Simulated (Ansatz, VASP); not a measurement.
**One calculation of Ta2Ga, two programs**

```
Ta Ga
1.0
     0.00000    3.71751    3.71751
     3.71751    0.00000    3.71751
     3.71751    3.71751    0.00000
Ta Ga
4 2
Direct
  0.62500 0.62500 0.62500
  0.12500 0.62500 0.62500
  0.62500 0.62500 0.12500
  0.62500 0.12500 0.62500
  0.00000 0.00000 0.00000
  0.25000 0.25000 0.25000
```

Alike in both runs: task relaxation of cell and atoms; functional PBE; k mesh 4 × 4 × 4; occupations gaussian, width 0.1 eV; no spin polarisation.

|  | VASP | Ansatz |
| --- | --- | --- |
| version | VASP 6.6.1 | Ansatz 0.2.0 |
| potentials or method | VASP PAW PBE potentials, release 64 (Ta_pv, Ga_d), cutoff 600 eV | scalar-relativistic, plane waves, PAW |
| valence electrons in the cell | 70 | 78 |

Ansatz gave:

* gap on the k mesh at the Fermi level, each at its own relaxed structure (eV): none
* relaxed volume (Å³/atom): 19.45
* relaxed cell length with the largest relative difference (Å): 5.485

Problem. Which values does VASP return?

Solution. gap on the k mesh at the Fermi level, each at its own relaxed structure (eV): none; relaxed volume (Å³/atom): 19.43; relaxed cell length with the largest relative difference (Å): 5.483.

A gap of «none» marks a metal or a gap that the smearing closes. VASP's potentials hold 70 valence electrons a cell and Ansatz's 78, so a difference there can come from the potentials and not from the codes.

The k mesh is coarse, so the values compare programs but aren't converged. Neither program's run includes spin-orbit coupling.
